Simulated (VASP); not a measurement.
# TiB2 (P6/mmm) in VASP: notebook, part 3 of 3

VASP 6.6.1.

## Step 5: Single point, PBEsol (8.47 Å³/atom)

This run uses another cell than the first one, of 8.47 Å³/atom.

INCAR

```
SYSTEM = TiB2
ALGO     = Normal         ! electronic algorithm
EDIFF    = 1E-7           ! SCF threshold, eV
ENCUT    = 520            ! plane-wave cutoff, eV
GGA      = PS             ! functional
ISIF     = 2              ! what is computed and relaxed
ISMEAR   = -1             ! smearing method
LASPH    = .TRUE.         ! aspherical terms in the spheres
LCHARG   = .FALSE.        ! write CHGCAR
LREAL    = .FALSE.        ! projectors in reciprocal space
LWAVE    = .FALSE.        ! write WAVECAR
NBANDS   = 16             ! bands
NELM     = 60             ! most SCF steps
PREC     = Accurate       ! precision mode
SIGMA    = 0.08           ! smearing width, eV
```

KPOINTS

```
k-points
0
G
  15 15 13
  0 0 0
```

POSCAR

```
TiB2
1.0
    3.0190670283      0.0000000000      0.0000000000
   -1.5095335141      2.6145887422      0.0000000000
    0.0000000000      0.0000000000      3.2176025949
Ti B
1 2
Direct
    0.0000000000      0.0000000000      0.0000000000
    0.3333333333      0.6666666667      0.5000000000
    0.6666666667      0.3333333333      0.5000000000
```

Potentials or basis: VASP PAW PBE potentials, release 64 (Ti_sv, B).

On the command line:

```console
$ cat potpaw_PBE.64/Ti_sv/POTCAR potpaw_PBE.64/B/POTCAR > POTCAR
$ mpirun -np 1 vasp_std > vasp.out
```

OUTCAR:

```text
SYSTEM = TiB2
   EDIFF = 1E-7
   ENCUT = 520
   GGA = PS
   ISIF = 2
   ISMEAR = -1
   LASPH = .TRUE.
   LREAL = .FALSE.
   NELM = 60
   PREC = Accurate

 ion  position               nearest neighbor table
   1  0.000  0.000  0.000-   2 2.37   3 2.37   2 2.37   3 2.37   2 2.37   2 2.37   3 2.37   3 2.37
                             3 2.37   3 2.37   2 2.37   2 2.37
   2  0.333  0.667  0.500-   3 1.74   3 1.74   3 1.74   1 2.37   1 2.37   1 2.37   1 2.37   1 2.37
                             1 2.37
   3  0.667  0.333  0.500-   2 1.74   2 1.74   2 1.74   1 2.37   1 2.37   1 2.37   1 2.37   1 2.37
                             1 2.37

  LATTYP: Found a hexagonal cell.
 ALAT       =     3.0190670283
 C/A-ratio  =     1.0657605693

  Lattice vectors:

 A1 = (   3.0190670283,   0.0000000000,   0.0000000000)
 A2 = (  -1.5095335141,   2.6145887422,   0.0000000000)
 A3 = (   0.0000000000,   0.0000000000,   3.2176025949)

Analysis of symmetry for initial positions (statically):
=====================================================================
 Subroutine PRICEL returns:
 Original cell was already a primitive cell.

 Routine SETGRP: Setting up the symmetry group for a
 hexagonal supercell.

 Subroutine GETGRP returns: Found 24 space group operations
 (whereof 24 operations were pure point group operations)
 out of a pool of 24 trial point group operations.

The static configuration has the point symmetry D_6h.

Analysis of symmetry for dynamics (positions and initial velocities):
=====================================================================
 Subroutine PRICEL returns:
 Original cell was already a primitive cell.

 Routine SETGRP: Setting up the symmetry group for a
 hexagonal supercell.

 Subroutine GETGRP returns: Found 24 space group operations
 (whereof 24 operations were pure point group operations)
 out of a pool of 24 trial point group operations.

[... 114 lines left out ...]
   NUPDOWN=      -1.0000    fix difference up-down
   EMIN   =  10.00;   EMAX   =-10.00  energy-range for DOS
   EFERMI =   0.00;   METHOD = LEGACY
   ISMEAR =    -1;   SIGMA  =   0.08  broadening in eV -4-tet -1-fermi 0-gaus
   EFERMI_NEDOS =   21; number of points for ismear=-14 and -15
   IALGO  =     38    algorithm
   IMIX   =      4    mixing-type and parameters
     AMIX     =   0.40;   BMIX     =  1.00
     AMIX_MAG =   1.60;   BMIX_MAG =  1.00
  volume/ion in A,a.u.               =       8.47        57.13
  Fermi-wavevector in a.u.,A,eV,Ry     =   1.459585  2.758216 28.985706  2.130389
  Thomas-Fermi vector in A             =   2.576135
   LORBIT       =      0    0 simple, 1 ext, 2 COOP (PROOUT), +10 PAW based schemes
   GGA     = PS    functional components
   LHFCALC =     F    Hartree Fock is set to
   AEXX    =    0.0000 exact exchange contribution
   IVDW    =     0    specifies the selected vdW correction
   LEPSILON=     F    determine dielectric tensor
   LRPA    =     F    only Hartree local field effects (RPA)
 non-spin polarized calculation
  energy-cutoff  :      520.00
  volume of cell :       25.40
 maximum number of plane-waves:       702
 NGX is ok and might be reduce to    24
   NGX = 11   NGY = 11   NGZ = 11

 number of electron      18.0000001 magnetization

 Free energy of the ion-electron system (eV)
  ---------------------------------------------------
  ext. energy  EPLUGINS =         0.00000000
  ---------------------------------------------------
  free energy    TOTEN  =       -25.79242912 eV

  energy without entropy =      -25.78447820  energy(sigma->0) =      -25.78845366

 E-fermi :  10.0285     XC(G=0): -12.9206

 val. band max:       10.0067124949   @ k =   0.0000   0.0000   0.3846
 cond. band min:      10.0293787058   @ k =   0.2000   0.2000   0.0769
 fundamental gap:      0.0226662109
 Fermi energy:        10.0285406950

 k-point     1 :       0.0000    0.0000    0.0000
  band No.  band energies     occupation
      1     -46.6586      2.00000
      2     -23.1223      2.00000
      3     -22.7918      2.00000
      4     -22.7918      2.00000
      5      -3.5086      2.00000
      6       7.4022      2.00000
[... 433 lines left out ...]
      3     -23.0430      2.00000
      4     -22.9847      2.00000
      5       1.1404      2.00000
      6       1.1946      2.00000
[... 8 lines left out ...]
     15      18.8664      0.00000
     16      20.1020      0.00000

 [... further k-points ...]
[... 5 lines left out ...]
  --------------------------------------------------------------------------------------
  -------------------------------------------------------------------------------------
  Total       -0.1670544     -0.1670544     -0.7268086     -0.0000000     -0.0000000     -0.0000000
  in kB      -10.5380428    -10.5380428    -45.8481807     -0.0000000     -0.0000000     -0.0000000
  external PRESSURE =     -22.3080888 kB  Pullay stress =       0.0000000 kB

 VOLUME and BASIS-vectors are now :
 -----------------------------------------------------------------------------
  energy-cutoff  :      520.00
  volume of cell :       25.40
      direct lattice vectors                 reciprocal lattice vectors
     3.019067028  0.000000000  0.000000000     0.331228154  0.191234664  0.000000000
    -1.509533514  2.614588742  0.000000000     0.000000000  0.382469328  0.000000000
     0.000000000  0.000000000  3.217602595     0.000000000  0.000000000  0.310790401

 POSITION                                       TOTAL-FORCE (eV/Angst)
 -----------------------------------------------------------------------------------
      0.00000      0.00000      0.00000        -0.000000      0.000000      0.000000
     -0.00000      1.74306      1.60880         0.000000      0.000000     -0.000000
      1.50953      0.87153      1.60880        -0.000000      0.000000      0.000000
 -----------------------------------------------------------------------------------
    total drift:                               -0.000000      0.000000      0.000000

  FREE ENERGIE OF THE ION-ELECTRON SYSTEM (eV)
  ---------------------------------------------------
  free  energy   TOTEN  =       -25.7924291183 eV

  energy  without entropy=      -25.7844781971  energy(sigma->0) =      -25.78845366
```

OSZICAR:

```text
N       E                     dE             d eps       ncg     rms          rms(c)
DAV:   1     0.120013964808E+03    0.12001E+03   -0.89820E+03  6056   0.129E+03
DAV:   2    -0.239045013777E+02   -0.14392E+03   -0.13892E+03  6568   0.341E+02
DAV:   3    -0.307135430471E+02   -0.68090E+01   -0.67573E+01  8736   0.725E+01
DAV:   4    -0.308788686429E+02   -0.16533E+00   -0.16524E+00  7376   0.100E+01
DAV:   5    -0.308830096395E+02   -0.41410E-02   -0.41409E-02  8688   0.137E+00    0.172E+01
DAV:   6    -0.257992979613E+02    0.50837E+01   -0.19984E+01  8640   0.489E+01    0.384E+00
DAV:   7    -0.257931738419E+02    0.61241E-02   -0.99585E-01  6488   0.113E+01    0.346E+00
DAV:   8    -0.257951289544E+02   -0.19551E-02   -0.82740E-02  9864   0.242E+00    0.665E-01
DAV:   9    -0.257927607040E+02    0.23683E-02   -0.31973E-02  7488   0.226E+00    0.223E-01
DAV:  10    -0.257924285816E+02    0.33212E-03   -0.24575E-03  7808   0.610E-01    0.692E-02
DAV:  11    -0.257924488875E+02   -0.20306E-04   -0.29813E-04  8552   0.182E-01    0.559E-02
DAV:  12    -0.257924294833E+02    0.19404E-04   -0.90447E-05  7152   0.121E-01    0.103E-02
DAV:  13    -0.257924292960E+02    0.18727E-06   -0.48052E-06  7456   0.218E-02    0.202E-03
DAV:  14    -0.257924290420E+02    0.25395E-06   -0.28250E-07  7392   0.514E-03    0.639E-04
DAV:  15    -0.257924291183E+02   -0.76251E-07   -0.35586E-08  4008   0.147E-03
   1 F= -.25792429E+02 E0= -.25788454E+02  d E =-.795092E-02
```

stdout:

```text
POSCAR found type information on POSCAR TiB
 POSCAR found :  2 types and       3 ions
 scaLAPACK will be used
 -----------------------------------------------------------------------------
|                                                                             |
|                                                                             |
|     You enforced a specific xc type in the INCAR file but a different       |
|     I HOPE YOU KNOW WHAT YOU ARE DOING!                                     |
|                                                                             |
 -----------------------------------------------------------------------------

 LDA part: xc-table for (Slater+PW92), standard interpolation
 POSCAR, INCAR and KPOINTS ok, starting setup
 FFT: planning ... GRIDC
 FFT: planning ... GRID_SOFT
 FFT: planning ... GRID
 WAVECAR not read
 entering main loop
```

Run time: 26 s. Hardware: 1 thread of Intel Xeon 6975P-C (Granite Rapids), shared host; peak memory 0.19 GiB.

Results:

- Free energy: -25.7924 eV
- Pressure: -2.2 GPa
- Band gap on the k mesh: zero (bands 9 and 10 overlap by 0.47 eV)

Levels at points of the mesh, in eV from the Fermi level:
```tsv
k point	band 5	band 6	band 7	band 8	band 9	band 10	band 11	band 12	band 13	band 14
(0.00, 0.00, 0.00)	-13.54	-2.63	-2.63	-2.32	-2.19	1.91	1.91	3.72	3.72	5.80
```

Caveat: the PAW data sets were made with another functional, which shifts forces and pressure a little.

## Step 6: Single point, PBEsol

This run uses another cell than the first one, of 8.55 Å³/atom.

INCAR

```
SYSTEM = TiB2
ALGO = Normal
EDIFF = 1E-6
ENCUT = 520
GGA = PS
ISIF = 2
ISMEAR = -1
LASPH = .True.
LCHARG = .False.
LREAL = .False.
LWAVE = .False.
NBANDS = 16
NELM = 60
PREC = Accurate
SIGMA = 0.08
```

KPOINTS

```
k-points
0
Gamma
  15 15 13
  0 0 0
```

POSCAR

```
TiB2
1.0
    3.0291982016      0.0000000000      0.0000000000
   -1.5145991008      2.6233625957      0.0000000000
    0.0000000000      0.0000000000      3.2284000000
Ti B
1 2
Direct
    0.0000000000      0.0000000000      0.0000000000
    0.3333333333      0.6666666667      0.5000000000
    0.6666666667      0.3333333333      0.5000000000
```

Potentials or basis: VASP PAW PBE potentials, release 64 (Ti_sv, B).

On the command line:

```console
$ cat potpaw_PBE.64/Ti_sv/POTCAR potpaw_PBE.64/B/POTCAR > POTCAR
$ mpirun -np 1 vasp_std > vasp.out
```

OUTCAR:

```text
SYSTEM = TiB2
   EDIFF = 1E-6
   ENCUT = 520
   GGA = PS
   ISIF = 2
   ISMEAR = -1
   LASPH = .True.
   LREAL = .False.
   NELM = 60
   PREC = Accurate

 ion  position               nearest neighbor table
   1  0.000  0.000  0.000-   2 2.38   3 2.38   2 2.38   3 2.38   3 2.38   3 2.38   2 2.38   2 2.38
                             3 2.38   3 2.38   2 2.38   2 2.38
   2  0.333  0.667  0.500-   3 1.75   3 1.75   3 1.75   1 2.38   1 2.38   1 2.38   1 2.38   1 2.38
                             1 2.38
   3  0.667  0.333  0.500-   2 1.75   2 1.75   2 1.75   1 2.38   1 2.38   1 2.38   1 2.38   1 2.38
                             1 2.38

  LATTYP: Found a hexagonal cell.
[... 654 lines left out ...]
  --------------------------------------------------------------------------------------
  -------------------------------------------------------------------------------------
  Total       -0.6004021     -0.6004021     -1.0690771      0.0000000      0.0000000     -0.0000000
  in kB      -37.4955244    -37.4955244    -66.7645996      0.0000000      0.0000000     -0.0000000
  external PRESSURE =     -47.2518828 kB  Pullay stress =       0.0000000 kB

 VOLUME and BASIS-vectors are now :
 -----------------------------------------------------------------------------
  energy-cutoff  :      520.00
  volume of cell :       25.66
      direct lattice vectors                 reciprocal lattice vectors
     3.029198202  0.000000000  0.000000000     0.330120360  0.190595079  0.000000000
    -1.514599101  2.623362596  0.000000000     0.000000000  0.381190157  0.000000000
     0.000000000  0.000000000  3.228400000     0.000000000  0.000000000  0.309750960

 POSITION                                       TOTAL-FORCE (eV/Angst)
 -----------------------------------------------------------------------------------
      0.00000      0.00000      0.00000        -0.000000      0.000000     -0.000000
     -0.00000      1.74891      1.61420         0.000000     -0.000000     -0.000000
      1.51460      0.87445      1.61420        -0.000000      0.000000      0.000000
 -----------------------------------------------------------------------------------
    total drift:                               -0.000000      0.000000      0.000000

  FREE ENERGIE OF THE ION-ELECTRON SYSTEM (eV)
  ---------------------------------------------------
  free  energy   TOTEN  =       -25.7869638991 eV

  energy  without entropy=      -25.7789056610  energy(sigma->0) =      -25.78293478
```

stdout:

```text
POSCAR found type information on POSCAR TiB
 POSCAR found :  2 types and       3 ions
 scaLAPACK will be used
 -----------------------------------------------------------------------------
|                                                                             |
|                                                                             |
|     You enforced a specific xc type in the INCAR file but a different       |
|     I HOPE YOU KNOW WHAT YOU ARE DOING!                                     |
|                                                                             |
 -----------------------------------------------------------------------------

 LDA part: xc-table for (Slater+PW92), standard interpolation
 POSCAR, INCAR and KPOINTS ok, starting setup
 FFT: planning ... GRIDC
 FFT: planning ... GRID_SOFT
 FFT: planning ... GRID
 WAVECAR not read
 entering main loop
```

Run time: 24 s. Hardware: 1 thread of Intel Xeon 6975P-C (Granite Rapids), shared host; peak memory 0.2 GiB.

Results:

```yaml
Free_energy: -25.7870 eV
Pressure: -4.7 GPa
Band_gap_on_the_k_mesh: zero (bands 9 and 10 overlap by 0.46 eV)
```

Caveat: the cell stands under tension; the PAW data sets were made with another functional, which shifts forces and pressure a little.

## Step 7: The runs side by side

```csv
cell,gap on the mesh (eV),pressure (GPa)
"a = 2.967, b = 2.967, c = 3.162 Å, angles 90.0, 90.0, 120.0°, 3 atoms",none,12.5
"a = 2.988, b = 2.988, c = 3.185 Å, angles 90.0, 90.0, 120.0°, 3 atoms",none,6.2
"a = 3.009, b = 3.009, c = 3.207 Å, angles 90.0, 90.0, 120.0°, 3 atoms",none,0.5
"a = 3.019, b = 3.019, c = 3.218 Å, angles 90.0, 90.0, 120.0°, 3 atoms",none,-2.2
"a = 3.029, b = 3.029, c = 3.228 Å, angles 90.0, 90.0, 120.0°, 3 atoms",none,-4.7
```

Alike in all rows: task single point; level PBEsol; potentials or basis VASP PAW PBE potentials, release 64 (Ti_sv, B); no spin polarisation; k mesh 15 × 15 × 13; cutoff (eV) 520; smearing fermi-dirac 0.08 eV.

Caveats: the PAW data sets were made with another functional, which shifts forces and pressure a little; the cell stands under pressure (at least some runs); the cell stands under tension (at least some runs).

Total energies depend on the potentials used, so only differences within one code and one set of settings carry meaning.
